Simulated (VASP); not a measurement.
The system is NbN.

```
Nb N
1.0
     0.00000    2.19450    2.19450
     2.19450    0.00000    2.19450
     2.19450    2.19450    0.00000
Nb N
1 1
Cartesian
  2.1945 2.1945 2.1945
  0.0000 0.0000 0.0000
```

```yaml
Program: VASP 6.6.1
Task: relaxation of cell and atoms
Functional: PBE
Potentials_or_basis: VASP PAW PBE potentials, release 64 (Nb_sv, N)
Cutoff: 600 eV
k_mesh: 6 × 6 × 6
Occupations: gaussian, width 0.1 eV
Spin: no spin polarisation
```

At the start: pressure 6.9 GPa; volume 10.57 Å³/atom.

Q: Where does the relaxation end?

A: Over 3 steps the energy falls by 4.8 meV/atom and the volume is 10.80 Å³/atom (+2.2 %); space group Fm-3m (No. 225, to 0.05 Å).

The path:
| step | energy change (eV) | largest force (eV/Å) | pressure (GPa) | volume (Å³) |
| --- | --- | --- | --- | --- |
| 1 | 0.0000 | 0.0000 | 6.86 | 21.14 |
| 2 | 0.0280 | 0.0000 | -12.08 | 22.55 |
| 3 | -0.0096 | 0.0000 | -0.09 | 21.60 |

Final structure:
```
Nb N
1.0
     0.00000    2.21040    2.21040
     2.21040    0.00000    2.21040
     2.21040    2.21040    0.00000
Nb N
1 1
Direct
  0.50000 0.50000 0.50000
  0.00000 0.00000 0.00000
```

Caveat: the k points lie up to 0.41 Å⁻¹ apart in the final cell.
